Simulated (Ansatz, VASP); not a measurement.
## Two plane-wave programs on La2Zr3O

```
La Zr O
1.0
     5.44214    0.00000    0.00000
    -2.72107    4.71303    0.00000
     0.00000    0.00000    6.25557
La Zr O
2 3 1
Direct
  0.66667 0.33333 0.50000
  0.33333 0.66667 0.50000
  0.00000 0.50000 0.00000
  0.50000 0.00000 0.00000
  0.50000 0.50000 0.00000
  0.00000 0.00000 0.00000
```

Change from the starting cell: species swapped into the NaSn2Pd3 type (P6mm, No. 183).

Alike in both runs: functional PBE; k mesh 12 × 12 × 6; occupations gaussian, width 0.1 eV; no spin polarisation.

Ansatz relaxed the structure, and its values are those at the end. VASP's run is a single point on that final structure, the one shown.

|  | VASP | Ansatz |
| --- | --- | --- |
| version | VASP 6.6.1 | Ansatz 0.2.0 |
| potentials or method | VASP PAW PBE potentials, release 64 (La, Zr_sv, O), cutoff 520 eV | scalar-relativistic, plane waves, PAW |
| valence electrons in the cell | 64 | 64 |

|  | VASP | Ansatz | Ansatz less VASP |
| --- | --- | --- | --- |
| gap on the k mesh at the Fermi level (eV) | none | none | - |
| pressure (GPa) | 0.0 | 0.0 | -0.03 |

A gap of «none» marks a metal or a gap that the smearing closes. The functional is the same, so the differences come from potentials, cutoffs and numerics.

Spin-orbit coupling is off throughout.
